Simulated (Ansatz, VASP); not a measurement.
## One calculation of TaN, two programs

The input INCAR:

```
SYSTEM = TaN
  ALGO = Normal
  EDIFF = 1E-6
  ENCUT = 600
  GGA = PS
  GGA_COMPAT = .False.
  ISIF = 2
  ISMEAR = -1
  LASPH = .True.
  LCHARG = .True.
  LELF = .True.
  LREAL = .False.
  LVHAR = .True.
  LWAVE = .False.
  NBANDS = 36
  NELM = 120
  PREC = Accurate
  SIGMA = 0.05
```

Contents of KPOINTS:

```
k-points
0
Gamma
  5 5 8
  0 0 0
```

POSCAR

```
TaN
1.0
    5.1523340700      0.0000000000      0.0000000000
   -2.5761670350      4.4620521953      0.0000000000
    0.0000000000      0.0000000000      2.8865366585
Ta N
3 3
Direct
    0.3333333333      0.6666666667      0.5000000000
    0.6666666667      0.3333333333      0.5000000000
    0.0000000000      0.0000000000      0.0000000000
    0.3928500000      0.0000000000      0.0000000000
    0.6071500000      0.6071500000      0.0000000000
    0.0000000000      0.3928500000      0.0000000000
```

Input for Ansatz:

```yaml
crystal:
  lattice:
    - [5.1523340700046525, 0.0, 0.0]
    - [-2.5761670350023262, 4.462052195327886, 0.0]
    - [0.0, 0.0, 2.8865366585418677]
  atoms:
    - { symbol: Ta, position: [0.3333333333333333, 0.6666666666666666, 0.5] }
    - { symbol: Ta, position: [0.6666666666666666, 0.3333333333333333, 0.5] }
    - { symbol: Ta, position: [0.0, 0.0, 0.0] }
    - { symbol: "N", position: [0.39285, 0.0, 0.0] }
    - { symbol: "N", position: [0.60715, 0.60715, 0.0] }
    - { symbol: "N", position: [0.0, 0.39285, 0.0] }
basis:
  ecutwfc: 550.0
kpoints:
  mp_grid:
    grid: [5, 5, 8]
hamiltonian:
  xc: pbesol
  pseudopotentials:
    kind: paw
scf:
  occupations:
    method: fermi_dirac
    width: 0.05
output:
  stress: true
```

Alike in both runs: task single point; functional PBEsol; k mesh 5 × 5 × 8; occupations fermi-dirac, width 0.05 eV; no spin polarisation.

|  | VASP | Ansatz |
| --- | --- | --- |
| version | VASP 6.6.1 | Ansatz 0.2.0 |
| potentials or method | VASP PAW PBE potentials, release 64 (Ta_sv_GW, N), cutoff 600 eV | plane waves, PAW |
| valence electrons in the cell | 54 | 54 |

Ansatz gave:

```
pressure (GPa)                                                : 4.8
traceless stress, the component that is largest in VASP (GPa) : -0.98
```

**Question.** Which values does VASP return?

**Answer.** Pressure (GPa): 4.9; traceless stress, the component that is largest in VASP (GPa): -1.01.

VASP's potentials were made for PBE, not for PBEsol. With one functional, cell and mesh, what is left measures potentials, basis and numerics.

Spin-orbit coupling is off throughout.
